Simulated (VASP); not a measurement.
# N in VASP: further runs, part 2 of 2

VASP 6.6.1.

**3. Electric field gradients, r2SCAN (xy shear strain of -2 %)**

The input, POSCAR:

```
N
1.0
    2.5194737886     -0.0251947379      0.0000000000
   -1.2815561774      2.1945256740      0.0000000000
    0.0000000000      0.0000000000      2.4460020000
N
2
Direct
    0.6666666667      0.3333333333      0.2500000000
    0.3333333333      0.6666666667      0.7500000000
```

The input, INCAR.step1:

```
ALGO = Normal
EDIFF = 1E-4
ENCUT = 520
GGA = PE
ISMEAR = -1
LASPH = True
LCHARG = False
LREAL = False
LWAVE = True
NBANDS = 12
NELM = 100
PREC = Accurate
SIGMA = 0.05
```

The input, INCAR.step2:

```
ALGO = Normal
EDIFF = 1E-8
ENCUT = 520
ISIF = 2
ISMEAR = -1
ISTART = 1
LASPH = True
LCHARG = False
LEFG = True
LMIXTAU = True
LREAL = False
LWAVE = False
METAGGA = R2SCAN
NBANDS = 12
NELM = 100
PREC = Accurate
SIGMA = 0.05
```

The input, KPOINTS:

```
k-points
0
Gamma
  16 16 15
```

Potentials or basis: VASP PAW PBE potentials, release 64 (N).

Started as:

```bash
cat potpaw_PBE.64/N/POTCAR > POTCAR
cp INCAR.step1 INCAR
mpirun -np 1 vasp_std > vasp.out
cp INCAR.step2 INCAR
mpirun -np 1 vasp_std > vasp.out
```

OUTCAR:

```text
EDIFF = 1E-8
   ENCUT = 520
   ISIF = 2
   ISMEAR = -1
   ISTART = 1
   LASPH = True
   LREAL = False
   METAGGA = R2SCAN
   NELM = 100
   PREC = Accurate

 ion  position               nearest neighbor table
   1  0.667  0.333  0.250-
   2  0.333  0.667  0.750-

  LATTYP: Found a simple monoclinic cell.
 ALAT       =     2.4976862738
 B/A-ratio  =     0.9793071394
 C/A-ratio  =     1.0087735139
 COS(beta)  =    -0.4869160342

  Lattice vectors:

 A1 = (   1.2379176112,   2.1693309361,   0.0000000000)
 A2 = (   0.0000000000,   0.0000000000,  -2.4460020000)
 A3 = (  -2.5194737886,   0.0251947379,   0.0000000000)

Analysis of symmetry for initial positions (statically):
=====================================================================
 Subroutine PRICEL returns:
 Original cell was already a primitive cell.

 Routine SETGRP: Setting up the symmetry group for a
 simple monoclinic supercell.

 Subroutine GETGRP returns: Found  4 space group operations
 (whereof  2 operations were pure point group operations)
 out of a pool of  4 trial point group operations.

The static configuration has the point symmetry S_2 .
 The point group associated with its full space group is C_2h.

Analysis of symmetry for dynamics (positions and initial velocities):
=====================================================================
 Subroutine PRICEL returns:
 Original cell was already a primitive cell.

 Routine SETGRP: Setting up the symmetry group for a
 simple monoclinic supercell.

 Subroutine GETGRP returns: Found  4 space group operations
 (whereof  2 operations were pure point group operations)
 out of a pool of  4 trial point group operations.

The dynamic configuration has the point symmetry S_2 .
 The point group associated with its full space group is C_2h.

 Subroutine INISYM returns: Found  4 space group operations
 (whereof  2 operations are pure point group operations),
 and found     1 'primitive' translations

----------------------------------------------------------------------------------------

                                     Primitive cell

  volume of cell :      13.4451

  direct lattice vectors                    reciprocal lattice vectors
     2.519473789 -0.025194738  0.000000000     0.399239752  0.233147498  0.000000000
    -1.281556177  2.194525674  0.000000000     0.004583560  0.458356037  0.000000000
     0.000000000  0.000000000  2.446002000     0.000000000  0.000000000  0.408830410

  length of vectors
     2.519599759  2.541324294  2.446002000     0.462331197  0.458378954  0.408830410

  position of ions in fractional coordinates (direct lattice)
     0.666666667  0.333333333  0.250000000
     0.333333333  0.666666667  0.750000000

  ion indices of the primitive-cell ions
   primitive index   ion index
                 1           1
                 2           2

----------------------------------------------------------------------------------------

 KPOINTS: k-points

Automatic generation of k-mesh.
 Grid dimensions read from file:
 generate k-points for:   16   16   15

[... 81 lines left out ...]
   IMIX   =      4    mixing-type and parameters
     AMIX     =   0.40;   BMIX     =  1.00
     AMIX_MAG =   1.60;   BMIX_MAG =  1.00
  volume/ion in A,a.u.               =       6.72        45.37
  Fermi-wavevector in a.u.,A,eV,Ry     =   1.483270  2.802974 29.934047  2.200090
  Thomas-Fermi vector in A             =   2.596953
   LORBIT       =      0    0 simple, 1 ext, 2 COOP (PROOUT), +10 PAW based schemes
   METAGGA = R2SCAN    functional components
   LHFCALC =     F    Hartree Fock is set to
   AEXX    =    0.0000 exact exchange contribution
   IVDW    =     0    specifies the selected vdW correction
   LEPSILON=     F    determine dielectric tensor
   LRPA    =     F    only Hartree local field effects (RPA)
 non-spin polarized calculation
  energy-cutoff  :      520.00
  volume of cell :       13.45
 maximum number of plane-waves:       381
   NGX =  9   NGY =  9   NGZ =  9

 number of electron      10.0000000 magnetization

 Free energy of the ion-electron system (eV)
  ---------------------------------------------------
  ext. energy  EPLUGINS =         0.00000000
  ---------------------------------------------------
  free energy    TOTEN  =       -10.68538567 eV

  energy without entropy =      -10.67989144  energy(sigma->0) =      -10.68263855

 E-fermi :   6.9104     XC(G=0): -13.9994

 val. band max:        6.9050303897   @ k =   0.3125   0.2500   0.3333
 cond. band min:       6.9147825721   @ k =   0.1875   0.3750   0.0000
 fundamental gap:      0.0097521823
 Fermi energy:         6.9103788139

 k-point     1 :       0.0000    0.0000    0.0000
  band No.  band energies     occupation
      1     -16.3628      2.00000
      2       0.5472      2.00000
      3       1.8485      2.00000
      4       4.3092      2.00000
      5       4.4351      2.00000
      6       9.8167      0.00000
      7      10.0209      0.00000
      8      13.5558      0.00000
      9      22.5629      0.00000
     10      26.0610      0.00000
     11      33.2750      0.00000
     12      33.9284      0.00000
[... 331 lines left out ...]
 k-point    24 :      -0.1250    0.0625    0.0000
  band No.  band energies     occupation
      1     -16.0708      2.00000
      2      -0.3492      2.00000
      3       2.0913      2.00000
      4       3.8691      2.00000
      5       4.4966      2.00000
      6       9.8172      0.00000
      7      10.3461      0.00000
      8      13.1575      0.00000
      9      23.2591      0.00000
     10      25.8224      0.00000
     11      33.7670      0.00000
     12      34.4315      0.00000

 [... further k-points ...]

------------------------ aborting loop because EDIFF is reached ----------------------------------------

  FORCE on cell =-STRESS in cart. coord.  units (eV):
  Direction    XX          YY          ZZ          XY          YZ          ZX
  --------------------------------------------------------------------------------------
  -------------------------------------------------------------------------------------
  Total        0.9233819      0.9180002     -0.1985332      0.0523316      0.0000000      0.0000000
  in kB      110.0343367    109.3930290    -23.6581066      6.2360718      0.0000000      0.0000000
  external PRESSURE =      65.2564197 kB  Pullay stress =       0.0000000 kB

 VOLUME and BASIS-vectors are now :
 -----------------------------------------------------------------------------
  energy-cutoff  :      520.00
  volume of cell :       13.45
      direct lattice vectors                 reciprocal lattice vectors
     2.519473789 -0.025194738  0.000000000     0.399239752  0.233147498  0.000000000
    -1.281556177  2.194525674  0.000000000     0.004583560  0.458356037  0.000000000
     0.000000000  0.000000000  2.446002000     0.000000000  0.000000000  0.408830410

 POSITION                                       TOTAL-FORCE (eV/Angst)
 -----------------------------------------------------------------------------------
      1.25246      0.71471      0.61150         0.221861     -0.000176      0.000000
     -0.01455      1.45462      1.83450        -0.221861      0.000176      0.000000
 -----------------------------------------------------------------------------------
    total drift:                                0.000000     -0.000000      0.000000

  FREE ENERGIE OF THE ION-ELECTRON SYSTEM (eV)
  ---------------------------------------------------
  free  energy   TOTEN  =       -10.6853856675 eV

  energy  without entropy=      -10.6798914362  energy(sigma->0) =      -10.68263855

 Electric field gradients (V/A^2)
---------------------------------------------------------------------
 ion       V_xx      V_yy      V_zz      V_xy      V_xz      V_yz
---------------------------------------------------------------------
   1     -13.332   -13.159    26.491     0.038     0.000     0.000
   2     -13.332   -13.159    26.491     0.038     0.000     0.000
---------------------------------------------------------------------

 Electric field gradients after diagonalization (V/A^2)
 (convention: |V_zz| > |V_xx| > |V_yy|)
----------------------------------------------------------------------
 ion       V_xx      V_yy      V_zz     asymmetry (V_yy - V_xx)/ V_zz
----------------------------------------------------------------------
   1     -13.340   -13.151    26.491       0.007
   2     -13.340   -13.151    26.491       0.007
----------------------------------------------------------------------

           NMR quadrupolar parameters

 Cq : quadrupolar parameter    Cq=e*Q*V_zz/h
 eta: asymmetry parameters     (V_yy - V_xx)/ V_zz
 Q  : nuclear electric quadrupole moment in mb (millibarn)
----------------------------------------------------------------------
 ion       Cq(MHz)       eta       Q (mb)
----------------------------------------------------------------------
   1       0.064       0.007       1.000
   2       0.064       0.007       1.000
----------------------------------------------------------------------
```

OUTCAR.step1:

```text
EDIFF = 1E-4
   ENCUT = 520
   GGA = PE
   ISMEAR = -1
   LASPH = True
[... 585 lines left out ...]
      1.25246      0.71471      0.61150         0.205091     -0.000851     -0.000000
     -0.01455      1.45462      1.83450        -0.205091      0.000851      0.000000
 -----------------------------------------------------------------------------------
    total drift:                                0.000000     -0.000000      0.000000

  FREE ENERGIE OF THE ION-ELECTRON SYSTEM (eV)
  ---------------------------------------------------
  free  energy   TOTEN  =        -9.4098745729 eV

  energy  without entropy=       -9.4041588074  energy(sigma->0) =       -9.40701669
```

OSZICAR.step1:

```text
N       E                     dE             d eps       ncg     rms          rms(c)
DAV:   1     0.247394725926E+02    0.24739E+02   -0.59963E+03 25924   0.815E+02
DAV:   2    -0.862419510116E+01   -0.33364E+02   -0.31810E+02 31956   0.179E+02
DAV:   3    -0.939783548511E+01   -0.77364E+00   -0.76740E+00 30388   0.234E+01
DAV:   4    -0.939921505965E+01   -0.13796E-02   -0.13795E-02 27788   0.110E+00
DAV:   5    -0.939921643362E+01   -0.13740E-05   -0.13733E-05 25928   0.355E-02    0.220E+00
DAV:   6    -0.940434862386E+01   -0.51322E-02   -0.26973E-03 28128   0.452E-01    0.134E+00
DAV:   7    -0.940980234212E+01   -0.54537E-02   -0.59122E-03 28424   0.690E-01    0.658E-02
DAV:   8    -0.940987457293E+01   -0.72231E-04   -0.11075E-04 20540   0.924E-02
   1 F= -.94098746E+01 E0= -.94070167E+01  d E =-.571577E-02
```

Wall time 7.1 min (1 thread of Intel Xeon Platinum 8259CL at 2.50GHz (Skylake/Cascade Lake), shared host); peak memory 0.23 GiB.

Results:

| Quantity | Value |
| --- | --- |
| Free energy | -10.6854 eV |
| Pressure | 6.5 GPa |
| Largest force | 0.222 eV/Å |
| Band gap on the k mesh | zero (band 5 reaches 7.99 eV, above the bottom of band 6 at 3.68 eV) |

Forces on the atoms (eV/Å):
```
N    0.222  0.000  0.000
N   -0.222  0.000  0.000
```

Electric field gradients, principal values (V/Å²):
```tsv
atom	least	middle	greatest (by size)
1 N	-13.151	-13.340	26.491
2 N	-13.151	-13.340	26.491
```

Caveat: the cell differs from its parent crystal (xy shear strain of -2 %); without QUAD_EFG the Cq values of the log hold for a quadrupole moment of 1 mb, not for the nuclei; the PAW data sets were made with another functional, which shifts forces and pressure a little.

**4. Electric field gradients, r2SCAN (z stretched by -2 % at fixed volume)**

The input, POSCAR:

```
N
1.0
    2.5450528586      0.0000000000      0.0000000000
   -1.2725264293      2.2040804295      0.0000000000
    0.0000000000      0.0000000000      2.3970819600
N
2
Direct
    0.6666666667      0.3333333333      0.2500000000
    0.3333333333      0.6666666667      0.7500000000
```

The input, INCAR.step1:

```
SYSTEM = N
ALGO = Normal ; EDIFF = 1E-4
ENCUT = 520 ; GGA = PE
ISMEAR = -1 ; LASPH = .True.
LCHARG = .False. ; LREAL = .False.
LWAVE = .True. ; NBANDS = 12
NELM = 100 ; PREC = Accurate
SIGMA = 0.05
```

The input, INCAR.step2:

```
SYSTEM = N
ALGO = Normal ; EDIFF = 1E-8
ENCUT = 520 ; ISIF = 2
ISMEAR = -1 ; ISTART = 1
LASPH = .True. ; LCHARG = .False.
LEFG = .True. ; LMIXTAU = .True.
LREAL = .False. ; LWAVE = .False.
METAGGA = R2SCAN ; NBANDS = 12
NELM = 100 ; PREC = Accurate
SIGMA = 0.05
```

The input, KPOINTS:

```
k-points
0
Gamma
  16 16 15
  0 0 0
```

Potentials or basis: VASP PAW PBE potentials, release 64 (N).

Started as:

```bash
cat potpaw_PBE.64/N/POTCAR > POTCAR
cp INCAR.step1 INCAR
mpirun -np 1 vasp_std > vasp.out
cp INCAR.step2 INCAR
mpirun -np 1 vasp_std > vasp.out
```

OUTCAR:

```text
SYSTEM = N
   EDIFF = 1E-8
   ENCUT = 520
   ISIF = 2
   ISMEAR = -1
   ISTART = 1
   LASPH = .True.
   LREAL = .False.
   METAGGA = R2SCAN
   NELM = 100
   PREC = Accurate

 ion  position               nearest neighbor table
   1  0.667  0.333  0.250-
   2  0.333  0.667  0.750-

  LATTYP: Found a hexagonal cell.
 ALAT       =     2.5450528586
 C/A-ratio  =     0.9418594006

  Lattice vectors:

 A1 = (   2.5450528586,   0.0000000000,   0.0000000000)
 A2 = (  -1.2725264293,   2.2040804295,   0.0000000000)
 A3 = (   0.0000000000,   0.0000000000,   2.3970819600)

Analysis of symmetry for initial positions (statically):
=====================================================================
 Subroutine PRICEL returns:
 Original cell was already a primitive cell.

 Routine SETGRP: Setting up the symmetry group for a
 hexagonal supercell.

 Subroutine GETGRP returns: Found 24 space group operations
 (whereof 12 operations were pure point group operations)
 out of a pool of 24 trial point group operations.

The static configuration has the point symmetry D_3d.
 The point group associated with its full space group is D_6h.

Analysis of symmetry for dynamics (positions and initial velocities):
=====================================================================
 Subroutine PRICEL returns:
 Original cell was already a primitive cell.

 Routine SETGRP: Setting up the symmetry group for a
 hexagonal supercell.

 Subroutine GETGRP returns: Found 24 space group operations
 (whereof 12 operations were pure point group operations)
 out of a pool of 24 trial point group operations.

[... 503 lines left out ...]
      1     -13.0529      2.00000
      2      -6.3436      2.00000
      3      -0.4076      2.00000
      4       4.9296      2.00000
      5       6.5652      1.99917
      6       9.8626      0.00000
      7       9.8991      0.00000
      8      11.9579      0.00000
      9      23.7384      0.00000
     10      27.7593      0.00000
     11      33.9139      0.00000
     12      36.4019      0.00000

 [... further k-points ...]

------------------------ aborting loop because EDIFF is reached ----------------------------------------

  FORCE on cell =-STRESS in cart. coord.  units (eV):
  Direction    XX          YY          ZZ          XY          YZ          ZX
  --------------------------------------------------------------------------------------
  -------------------------------------------------------------------------------------
  Total        0.3600153      0.3600153      1.4199793      0.0000000      0.0000000      0.0000000
  in kB       42.8967539     42.8967539    169.1942030      0.0000000      0.0000000      0.0000000
  external PRESSURE =      84.9959036 kB  Pullay stress =       0.0000000 kB

 VOLUME and BASIS-vectors are now :
 -----------------------------------------------------------------------------
  energy-cutoff  :      520.00
  volume of cell :       13.45
      direct lattice vectors                 reciprocal lattice vectors
     2.545052859  0.000000000  0.000000000     0.392919148  0.226851976  0.000000000
    -1.272526429  2.204080429  0.000000000     0.000000000  0.453703951  0.000000000
     0.000000000  0.000000000  2.397081960     0.000000000  0.000000000  0.417173888

 POSITION                                       TOTAL-FORCE (eV/Angst)
 -----------------------------------------------------------------------------------
      1.27253      0.73469      0.59927        -0.000000      0.000000      0.000000
     -0.00000      1.46939      1.79781         0.000000     -0.000000      0.000000
 -----------------------------------------------------------------------------------
    total drift:                               -0.000000      0.000000     -0.000000

  FREE ENERGIE OF THE ION-ELECTRON SYSTEM (eV)
  ---------------------------------------------------
  free  energy   TOTEN  =       -10.6864487470 eV

  energy  without entropy=      -10.6807318536  energy(sigma->0) =      -10.68359030

 Electric field gradients (V/A^2)
---------------------------------------------------------------------
 ion       V_xx      V_yy      V_zz      V_xy      V_xz      V_yz
---------------------------------------------------------------------
   1     -10.447   -10.448    20.895    -0.000    -0.000     0.000
   2     -10.447   -10.448    20.895    -0.000     0.000    -0.000
---------------------------------------------------------------------

 Electric field gradients after diagonalization (V/A^2)
 (convention: |V_zz| > |V_xx| > |V_yy|)
----------------------------------------------------------------------
 ion       V_xx      V_yy      V_zz     asymmetry (V_yy - V_xx)/ V_zz
----------------------------------------------------------------------
   1     -10.448   -10.447    20.895       0.000
   2     -10.448   -10.447    20.895       0.000
----------------------------------------------------------------------

           NMR quadrupolar parameters

 Cq : quadrupolar parameter    Cq=e*Q*V_zz/h
 eta: asymmetry parameters     (V_yy - V_xx)/ V_zz
 Q  : nuclear electric quadrupole moment in mb (millibarn)
----------------------------------------------------------------------
 ion       Cq(MHz)       eta       Q (mb)
----------------------------------------------------------------------
   1       0.051       0.000       1.000
   2       0.051       0.000       1.000
----------------------------------------------------------------------
```

OUTCAR.step1:

```text
SYSTEM = N
   EDIFF = 1E-4
   ENCUT = 520
   GGA = PE
   ISMEAR = -1
[... 585 lines left out ...]
      1.27253      0.73469      0.59927        -0.000000     -0.000000      0.000000
     -0.00000      1.46939      1.79781         0.000000      0.000000      0.000000
 -----------------------------------------------------------------------------------
    total drift:                               -0.000000      0.000000     -0.000000

  FREE ENERGIE OF THE ION-ELECTRON SYSTEM (eV)
  ---------------------------------------------------
  free  energy   TOTEN  =        -9.4101752532 eV

  energy  without entropy=       -9.4038968585  energy(sigma->0) =       -9.40703606
```

OSZICAR.step1:

```text
N       E                     dE             d eps       ncg     rms          rms(c)
DAV:   1     0.246716751050E+02    0.24672E+02   -0.59081E+03  5932   0.812E+02
DAV:   2    -0.863995965305E+01   -0.33312E+02   -0.31850E+02  7212   0.179E+02
DAV:   3    -0.939963747354E+01   -0.75968E+00   -0.75492E+00  6996   0.236E+01
DAV:   4    -0.940085982589E+01   -0.12224E-02   -0.12223E-02  6412   0.108E+00
DAV:   5    -0.940086113690E+01   -0.13110E-05   -0.13107E-05  5964   0.355E-02    0.222E+00
DAV:   6    -0.940500964002E+01   -0.41485E-02   -0.30487E-03  6444   0.485E-01    0.135E+00
DAV:   7    -0.941009514576E+01   -0.50855E-02   -0.65604E-03  6588   0.722E-01    0.698E-02
DAV:   8    -0.941017525324E+01   -0.80107E-04   -0.91764E-05  4588   0.912E-02
   1 F= -.94101753E+01 E0= -.94070361E+01  d E =-.627839E-02
```

Wall time 2 min (1 thread of Intel Xeon Platinum 8259CL at 2.50GHz (Skylake/Cascade Lake), shared host); peak memory 0.14 GiB.

Results:

```
Free energy            : -10.6864 eV
Pressure               : 8.5 GPa
Band gap on the k mesh : zero (band 5 reaches 8.07 eV, above the bottom of band 6 at 3.79 eV)
```

Electric field gradients, principal values (V/Å²):
```
atom    least   middle  greatest (by size)
 1 N  -10.447  -10.448              20.895
 2 N  -10.447  -10.448              20.895
```

Caveat: without QUAD_EFG the Cq values of the log hold for a quadrupole moment of 1 mb, not for the nuclei; the PAW data sets were made with another functional, which shifts forces and pressure a little.

**5. The runs side by side**

| cell | gap on the mesh (eV) | pressure (GPa) | largest force (eV/Å) |
| --- | --- | --- | --- |
| a = 2.519, b = 2.519, c = 2.446 Å, angles 90.0, 90.0, 120.0°, 2 atoms | none | 6.3 | 0.29 |
| a = 2.520, b = 2.541, c = 2.446 Å, angles 90.0, 90.0, 120.9°, 2 atoms | none | 6.5 | 0.22 |
| a = 2.545, b = 2.545, c = 2.397 Å, angles 90.0, 90.0, 120.0°, 2 atoms | none | 8.5 | - |

Alike in all rows: task electric field gradients; level r2SCAN; potentials or basis VASP PAW PBE potentials, release 64 (N); no spin polarisation; k mesh 16 × 16 × 15; cutoff (eV) 520; smearing fermi-dirac 0.05 eV.

Caveats: the PAW data sets were made with another functional, which shifts forces and pressure a little.

Absolute energies hang on the potentials; compare differences alone.
